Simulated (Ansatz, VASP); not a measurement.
## Pd in VASP and in Ansatz

```
Pd
1.0
     2.67919    0.00000    0.00000
    -1.33960    2.32025    0.00000
     0.00000    0.00000    4.46115
Pd
2
Direct
  0.33333 0.66667 0.25000
  0.66667 0.33333 0.75000
```

Alike in both runs: task single point; functional revPBE; k mesh 21 × 21 × 11; occupations fermi-dirac, width 0.1 eV; no spin polarisation.

```csv
,VASP,Ansatz
version,VASP 6.6.1,Ansatz 0.2.0
potentials or method,"VASP PAW PBE potentials, release 64 (Pd), cutoff 520 eV","plane waves (420 eV) with PAW, scalar-relativistic"
valence electrons in the cell,20,36
```

VASP gave:

| Quantity | Value |
| --- | --- |
| pressure (GPa) | 26.7 |
| traceless stress, the component that is largest in VASP (GPa) | -0.36 |

**Question.** What did Ansatz give for the same quantities?

**Answer.** Pressure (GPa): 27.1; traceless stress, the component that is largest in VASP (GPa): -0.33.

VASP's potentials were made for PBE, not for revPBE. VASP's potentials hold 20 valence electrons a cell and Ansatz's 36, so a difference there can come from the potentials and not from the codes.
